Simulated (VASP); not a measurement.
# HoO3 (P4/mmm) in VASP: further runs

The runs below take HoO3 through single point, with PBE.

All numbers are computed with VASP 6.6.1; they aren't measurements. Logs are shortened: lines on timing, memory, paths and dates and some standing lists are left out, and cuts for length are marked.

## (1) The cell of the first run

The structure is tetragonal, space group P4/mmm (No. 123). The conventional cell has a = 3.400 Å, b = 3.400 Å, c = 4.360 Å, α = 90.00°, β = 90.00°, γ = 90.00°. Within 2.9 Å of Ho (site symmetry 4/mmm) lie 10 O at 2.18 to 2.52 Å. O (site symmetry 4mm) has 1 O at 1.48 Å within 2.0 Å. O (site symmetry 4/mmm) has 2 Ho at 2.18 Å and 8 O at 2.80 Å within 2.9 Å.

The cell was generated, and may not be a known phase.

## (2) Single point, PBE

File INCAR:

```
  ALGO = Normal
  EDIFF = 1E-6
  ENCUT = 600
  GGA = PE
  GGA_COMPAT = F
  ISIF = 2
  ISMEAR = 0
  LASPH = T
  LCHARG = F
  LMAXMIX = 6
  LREAL = F
  LWAVE = F
  NBANDS = 22
  NELM = 200
  PREC = Accurate
  SIGMA = 0.1
```

File KPOINTS:

```
k-points
0
Gamma
  6 6 2
```

File POSCAR:

```
HoO3
1.0
    3.3997321636      0.0000000000      0.0000000000
    0.0000000000      3.3997321636      0.0000000000
    0.0000000000      0.0000000000      4.3600524677
Ho O
1 3
Direct
    0.0000000000      0.0000000000      0.0000000000
    0.5000000000      0.5000000000      0.8298326115
    0.0000000000      0.0000000000      0.5000000000
    0.5000000000      0.5000000000      0.1701673885
```

Potentials or basis: VASP PAW PBE potentials, release 64 (Ho_3, O), 4f in core.

Run with:

```
> cat potpaw_PBE.64/Ho_3/POTCAR potpaw_PBE.64/O/POTCAR > POTCAR
> mpirun -np 1 vasp_std > vasp.out
```

OUTCAR:

```text
EDIFF = 1E-6
   ENCUT = 600
   GGA = PE
   ISIF = 2
   ISMEAR = 0
   LASPH = T
   LREAL = F
   NELM = 200
   PREC = Accurate

 ion  position               nearest neighbor table
   1  0.000  0.000  0.000-   3 2.18   3 2.18   4 2.52   2 2.52   2 2.52   4 2.52   2 2.52   4 2.52
                             2 2.52   4 2.52
   2  0.500  0.500  0.830-   4 1.48   1 2.52   1 2.52   1 2.52   1 2.52
   3  0.000  0.000  0.500-   1 2.18   1 2.18
   4  0.500  0.500  0.170-   2 1.48   1 2.52   1 2.52   1 2.52   1 2.52

  LATTYP: Found a simple tetragonal cell.
 ALAT       =     3.3997321636
 C/A-ratio  =     1.2824693999

  Lattice vectors:

 A1 = (   3.3997321636,   0.0000000000,   0.0000000000)
 A2 = (   0.0000000000,   3.3997321636,   0.0000000000)
 A3 = (   0.0000000000,   0.0000000000,   4.3600524677)

Analysis of symmetry for initial positions (statically):
=====================================================================
 Subroutine PRICEL returns:
 Original cell was already a primitive cell.

 Routine SETGRP: Setting up the symmetry group for a
 simple tetragonal supercell.

 Subroutine GETGRP returns: Found 16 space group operations
 (whereof 16 operations were pure point group operations)
 out of a pool of 16 trial point group operations.

The static configuration has the point symmetry D_4h.

Analysis of symmetry for dynamics (positions and initial velocities):
=====================================================================
 Subroutine PRICEL returns:
 Original cell was already a primitive cell.

 Routine SETGRP: Setting up the symmetry group for a
 simple tetragonal supercell.

 Subroutine GETGRP returns: Found 16 space group operations
 (whereof 16 operations were pure point group operations)
 out of a pool of 16 trial point group operations.

The dynamic configuration has the point symmetry D_4h.

 Subroutine INISYM returns: Found 16 space group operations
 (whereof 16 operations are pure point group operations),
 and found     1 'primitive' translations

----------------------------------------------------------------------------------------

                                     Primitive cell

  volume of cell :      50.3943

  direct lattice vectors                    reciprocal lattice vectors
     3.399732164  0.000000000  0.000000000     0.294140818  0.000000000  0.000000000
     0.000000000  3.399732164  0.000000000     0.000000000  0.294140818  0.000000000
     0.000000000  0.000000000  4.360052468     0.000000000  0.000000000  0.229355038

  length of vectors
     3.399732164  3.399732164  4.360052468     0.294140818  0.294140818  0.229355038

  position of ions in fractional coordinates (direct lattice)
     0.000000000  0.000000000  0.000000000
     0.500000000  0.500000000  0.829832612
     0.000000000  0.000000000  0.500000000
     0.500000000  0.500000000  0.170167388

  ion indices of the primitive-cell ions
   primitive index   ion index
                 1           1
                 2           2
                 3           3
                 4           4

----------------------------------------------------------------------------------------

 KPOINTS: k-points

Automatic generation of k-mesh.
 Grid dimensions read from file:
 generate k-points for:    6    6    2

 Generating k-lattice:

  Cartesian coordinates                     Fractional coordinates (reciprocal lattice)
     0.049023470  0.000000000  0.000000000     0.166666667  0.000000000  0.000000000
     0.000000000  0.049023470  0.000000000     0.000000000  0.166666667  0.000000000
     0.000000000  0.000000000  0.114677519     0.000000000  0.000000000  0.500000000

  Length of vectors
     0.049023470  0.049023470  0.114677519

  Shift w.r.t. Gamma in fractional coordinates (k-lattice)
     0.000000000  0.000000000  0.000000000

 Subroutine IBZKPT returns following result:
 ===========================================

 Found     20 irreducible k-points:

 Following reciprocal coordinates:
            Coordinates               Weight
  0.000000  0.000000  0.000000      1.000000
  0.166667  0.000000  0.000000      4.000000
  0.333333  0.000000  0.000000      4.000000
  0.500000  0.000000  0.000000      2.000000
  0.166667  0.166667  0.000000      4.000000
  0.333333  0.166667  0.000000      8.000000
[... 12 lines left out ...]
  0.500000  0.333333  0.500000      4.000000
  0.500000  0.500000  0.500000      1.000000
   k-points           NKPTS =     20   k-points in BZ     NKDIM =     20   number of bands    NBANDS=     22
   number of dos      NEDOS =    301   number of ions     NIONS =      4
   total plane-waves  NPLWV =  28224
   dimension x,y,z NGX =    28 NGY =   28 NGZ =   36
   dimension x,y,z NGXF=    56 NGYF=   56 NGZF=   72
   ions per type =               1   3
   NGX,Y,Z   is equivalent  to a cutoff of  13.69, 13.69, 13.73 a.u.
   NGXF,Y,Z  is equivalent  to a cutoff of  27.38, 27.38, 27.45 a.u.
 SYSTEM =  unknown system
   PREC   = accura    normal or accurate (medium, high low for compatibility)
   ISTART =      0    job   : 0-new  1-cont  2-samecut
   ICHARG =      2    charge: 1-file 2-atom 10-const
   ISPIN  =      1    spin polarized calculation?
   LNONCOLLINEAR =      F non collinear calculations
   LSORBIT =      F    spin-orbit coupling
   LASPH  =      T    aspherical Exc in radial PAW
   ENCUT  =  600.0 eV  44.10 Ry    6.64 a.u.   6.79  6.79  8.71*2*pi/ulx,y,z
   NELM   =    200;   NELMIN=  2; NELMDL= -5     # of ELM steps
   EDIFF  = 0.1E-05   stopping-criterion for ELM
   LREAL  =      F    real-space projection
   EDIFFG = 0.1E-04   stopping-criterion for IOM
   NSW    =      0    number of steps for IOM
   IBRION =     -1    ionic relax: 0-MD 1-quasi-New 2-CG
   NFREE  =      0    steps in history (QN), initial steepest desc. (CG)
   ISIF   =      2    stress and relaxation
   ISYM   =      2    0-nonsym 1-usesym 2-fastsym
   POTIM  = 0.5000    time-step for ionic-motion
   TEBEG  =    0.0;   TEEND  =   0.0 temperature during run
   PSTRESS=    0.0 pullay stress
   NELECT =      27.0000    total number of electrons
   NUPDOWN=      -1.0000    fix difference up-down
   EMIN   =  10.00;   EMAX   =-10.00  energy-range for DOS
   EFERMI =   0.00;   METHOD = LEGACY
   ISMEAR =     0;   SIGMA  =   0.10  broadening in eV -4-tet -1-fermi 0-gaus
   EFERMI_NEDOS =   21; number of points for ismear=-14 and -15
   IALGO  =     38    algorithm
   IMIX   =      4    mixing-type and parameters
     AMIX     =   0.40;   BMIX     =  1.00
     AMIX_MAG =   1.60;   BMIX_MAG =  1.00
  volume/ion in A,a.u.               =      12.60        85.02
  Fermi-wavevector in a.u.,A,eV,Ry     =   1.329645  2.512665 24.054500  1.767956
  Thomas-Fermi vector in A             =   2.458792
   LORBIT       =      0    0 simple, 1 ext, 2 COOP (PROOUT), +10 PAW based schemes
   GGA     = PE    functional components
   LHFCALC =     F    Hartree Fock is set to
   AEXX    =    0.0000 exact exchange contribution
   IVDW    =     0    specifies the selected vdW correction
   LEPSILON=     F    determine dielectric tensor
   LRPA    =     F    only Hartree local field effects (RPA)
 non-spin polarized calculation
 Gauss-broadening in eV      SIGMA  =   0.10
  energy-cutoff  :      600.00
  volume of cell :       50.39
 maximum number of plane-waves:      1700
 NGX is ok and might be reduce to    28
   NGX = 13   NGY = 13   NGZ = 17

 number of electron      26.9999985 magnetization

 Free energy of the ion-electron system (eV)
  ---------------------------------------------------
  ext. energy  EPLUGINS =         0.00000000
  ---------------------------------------------------
  free energy    TOTEN  =       -25.36766313 eV

  energy without entropy =      -25.35062965  energy(sigma->0) =      -25.35914639

 E-fermi :   2.0371     XC(G=0): -10.6421

 val. band max:        1.9664356843   @ k =   0.5000   0.1667   0.0000
 cond. band min:       2.0533651896   @ k =   0.5000   0.0000   0.0000
 fundamental gap:      0.0869295053
 Fermi energy:         2.0371335912

 k-point     1 :       0.0000    0.0000    0.0000
  band No.  band energies     occupation
      1     -20.9024      2.00000
      2     -20.9024      2.00000
      3     -20.6174      2.00000
      4     -20.3744      2.00000
      5     -13.7980      2.00000
      6     -12.9625      2.00000
[... 14 lines left out ...]
     21      10.9631      0.00000
     22      15.2115      0.00000

 k-point     2 :       0.1667    0.0000    0.0000
  band No.  band energies     occupation
      1     -21.5412      2.00000
      2     -20.8805      2.00000
      3     -20.5916      2.00000
      4     -19.7399      2.00000
      5     -13.7733      2.00000
      6     -12.9973      2.00000
[... 14 lines left out ...]
     21      10.9903      0.00000
     22      15.4693      0.00000

 k-point     3 :       0.3333    0.0000    0.0000
  band No.  band energies     occupation
      1     -22.1635      2.00000
      2     -20.8361      2.00000
      3     -20.5392      2.00000
      4     -19.1199      2.00000
      5     -13.7246      2.00000
      6     -13.0684      2.00000
[... 14 lines left out ...]
     21      11.1030      0.00000
     22      15.4309      0.00000

 k-point     4 :       0.5000    0.0000    0.0000
  band No.  band energies     occupation
      1     -22.3959      2.00000
      2     -20.8137      2.00000
      3     -20.5126      2.00000
      4     -18.8854      2.00000
      5     -13.7007      2.00000
      6     -13.1048      2.00000
[... 14 lines left out ...]
     21      11.4881      0.00000
     22      13.4217      0.00000

 k-point     5 :       0.1667    0.1667    0.0000
  band No.  band energies     occupation
      1     -21.6765      2.00000
      2     -21.0182      2.00000
      3     -20.5684      2.00000
      4     -19.5074      2.00000
      5     -13.7484      2.00000
      6     -13.0149      2.00000
[... 14 lines left out ...]
     21      11.1443      0.00000
     22      15.7443      0.00000

 k-point     6 :       0.3333    0.1667    0.0000
  band No.  band energies     occupation
      1     -22.0439      2.00000
      2     -21.0045      2.00000
      3     -20.5214      2.00000
      4     -19.2367      2.00000
      5     -13.6975      2.00000
      6     -13.0517      2.00000
[... 14 lines left out ...]
     21      11.6221      0.00000
     22      15.6420      0.00000

 k-point     7 :       0.5000    0.1667    0.0000
  band No.  band energies     occupation
      1     -22.2229      2.00000
      2     -20.9551      2.00000
      3     -20.4976      2.00000
      4     -19.1497      2.00000
      5     -13.6715      2.00000
      6     -13.0709      2.00000
[... 224 lines left out ...]
      6     -12.5712      2.00000
[... 14 lines left out ...]
     21      14.3958      0.00000
     22      14.7821      0.00000

 k-point    17 :       0.5000    0.1667    0.5000
  band No.  band energies     occupation
      1     -22.2032      2.00000
      2     -20.9497      2.00000
      3     -20.8174      2.00000
      4     -19.1232      2.00000
      5     -13.3286      2.00000
      6     -12.5815      2.00000
[... 14 lines left out ...]
     21      12.2981      0.00000
     22      14.7088      0.00000

 k-point    18 :       0.3333    0.3333    0.5000
  band No.  band energies     occupation
      1     -21.7892      2.00000
      2     -21.2379      2.00000
      3     -20.8034      2.00000
      4     -19.5329      2.00000
      5     -13.2731      2.00000
      6     -12.5502      2.00000
[... 14 lines left out ...]
     21      14.9742      0.00000
     22      15.8372      0.00000

 k-point    19 :       0.5000    0.3333    0.5000
  band No.  band energies     occupation
      1     -21.7420      2.00000
      2     -21.2190      2.00000
      3     -20.7825      2.00000
      4     -19.7612      2.00000
      5     -13.2429      2.00000
      6     -12.5409      2.00000
[... 14 lines left out ...]
     21      13.6798      0.00000
     22      15.8345      0.00000

 k-point    20 :       0.5000    0.5000    0.5000
  band No.  band energies     occupation
      1     -21.3482      2.00000
      2     -21.3482      2.00000
      3     -20.7649      2.00000
      4     -20.2405      2.00000
      5     -13.1989      2.00000
      6     -12.5201      2.00000
[... 14 lines left out ...]
     21      14.3792      0.00000
     22      14.3792      0.00000

------------------------ aborting loop because EDIFF is reached ----------------------------------------

  FORCE on cell =-STRESS in cart. coord.  units (eV):
  Direction    XX          YY          ZZ          XY          YZ          ZX
  --------------------------------------------------------------------------------------
  -------------------------------------------------------------------------------------
  Total       -0.0451947     -0.0451947      0.7079346      0.0000000     -0.0000000      0.0000000
  in kB       -1.4368685     -1.4368685     22.5072598      0.0000000     -0.0000000      0.0000000
  external PRESSURE =       6.5445076 kB  Pullay stress =       0.0000000 kB

 VOLUME and BASIS-vectors are now :
 -----------------------------------------------------------------------------
  energy-cutoff  :      600.00
  volume of cell :       50.39
      direct lattice vectors                 reciprocal lattice vectors
     3.399732164  0.000000000  0.000000000     0.294140818  0.000000000  0.000000000
     0.000000000  3.399732164  0.000000000     0.000000000  0.294140818  0.000000000
     0.000000000  0.000000000  4.360052468     0.000000000  0.000000000  0.229355038

 POSITION                                       TOTAL-FORCE (eV/Angst)
 -----------------------------------------------------------------------------------
      0.00000      0.00000      0.00000         0.000000      0.000000     -0.000000
      1.69987      1.69987      3.61811         0.000000     -0.000000     -0.256663
      0.00000      0.00000      2.18003         0.000000      0.000000     -0.000000
      1.69987      1.69987      0.74194         0.000000      0.000000      0.256663
 -----------------------------------------------------------------------------------
    total drift:                                0.000000      0.000000      0.000000

  FREE ENERGIE OF THE ION-ELECTRON SYSTEM (eV)
  ---------------------------------------------------
  free  energy   TOTEN  =       -25.3676631266 eV

  energy  without entropy=      -25.3506296500  energy(sigma->0) =      -25.35914639
```

Run time: 18 s. Hardware: 1 thread of Intel Xeon Platinum 8488C (Sapphire Rapids), shared host; peak memory 0.18 GiB.

What came out:

```yaml
Free_energy: -25.3677 eV
Pressure: 0.7 GPa
Largest_force: 0.257 eV/Å
Band_gap_on_the_k_mesh: zero (an odd number of electrons rules out a gap without spin polarisation)
```

Forces in eV/Å, atoms in the order of the input:
```
Ho   0.000  0.000  0.000
O    0.000  0.000 -0.257
O    0.000  0.000  0.000
O    0.000  0.000  0.257
```

Stress tensor (GPa, compression positive):
```
-0.14  0.00  0.00
 0.00 -0.14  0.00
 0.00  0.00  2.25
```

Levels at points of the mesh, in eV from the Fermi level:
```tsv
k point	band 12	band 13	band 14	band 15	band 16	band 17
(0.00, 0.00, 0.00)	-0.36	-0.09	-0.09	0.92	3.47	4.67
(0.50, 0.00, 0.00)	-0.66	-0.10	0.02	4.56	4.64	4.67
(0.50, 0.50, 0.00)	-0.69	-0.69	-0.21	4.67	5.56	6.62
(0.00, 0.00, 0.50)	-2.23	0.32	0.32	1.02	3.19	3.62
(0.50, 0.00, 0.50)	-1.64	-1.20	-0.61	3.57	4.70	6.40
(0.50, 0.50, 0.50)	-2.87	0.29	0.29	3.41	5.59	7.72
```

Caveat: the k points lie up to 0.72 Å⁻¹ apart, too coarse for converged energies and pressures of a metal; spin-orbit coupling is left out, which moves the levels of the heavy elements; the 4f electrons are frozen in the core, so they carry no moment and show no levels; an odd number of electrons without spin polarisation forces a metal; a magnetic or distorted state may lie lower; the run has no spin polarisation, though such a crystal can be magnetic.

(Continued in part 2 of 2.)

The gap in the log of VASP goes by the Fermi energy; the results here count the filled bands.